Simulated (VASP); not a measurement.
Write the native input for VASP 6.6.1 that does the following.

```yaml
Task: single point
Functional: PBEsol
Potentials_or_basis: VASP PAW PBE potentials, release 64 (Ge_d)
Cutoff: 520 eV
k_mesh: 16 × 16 × 16
Occupations: gaussian, width 0.1 eV
Spin: no spin polarisation
Dipole_correction: no
Further_INCAR_settings: ALGO = Normal; EDIFF = 1e-06; NBANDS = 21
```

The structure of Ge lies in POSCAR:

```
Ge
1.0
   -2.6106690888      2.6106690888      1.4269052900
    2.6106690888     -2.6106690888      1.4269052900
    2.6106690888      2.6106690888     -1.4269052900
Ge
2
Direct
    0.2500000000      0.7500000000      0.5000000000
    0.5000000000      0.5000000000      0.0000000000
```

These files were run (other wordings do the same):

INCAR

```
SYSTEM = Ge
ALGO     = Normal         ! electronic algorithm
EDIFF    = 1E-6           ! SCF threshold, eV
ENCUT    = 520            ! plane-wave cutoff, eV
GGA      = PS             ! functional
ISIF     = 2              ! what is computed and relaxed
ISMEAR   = 0              ! smearing method
LASPH    = .TRUE.         ! aspherical terms in the spheres
LCHARG   = .FALSE.        ! write CHGCAR
LREAL    = .FALSE.        ! projectors in reciprocal space
LWAVE    = .FALSE.        ! write WAVECAR
NBANDS   = 21             ! bands
NELM     = 80             ! most SCF steps
PREC     = Accurate       ! precision mode
SIGMA    = 0.1            ! smearing width, eV
```

KPOINTS

```
k-points
0
G
  16 16 16
  0 0 0
```

Potentials or basis: VASP PAW PBE potentials, release 64 (Ge_d).

Command:

```bash
$ cat potpaw_PBE.64/Ge_d/POTCAR > POTCAR
$ mpirun -np 1 vasp_std > vasp.out
```

It gave:

```yaml
Pressure: -4.1 GPa
Band_gap_on_the_k_mesh: zero (bands 14 and 15 overlap by 5.03 eV)
```

Caveat: the cell stands under tension; the PAW data sets were made with another functional, which shifts forces and pressure a little.

It took 3.1 min on 1 thread of Intel(R) Xeon(R) Platinum 8375C CPU @ 2.90GHz (Ice Lake) (shared host), peak memory 0.34 GiB.
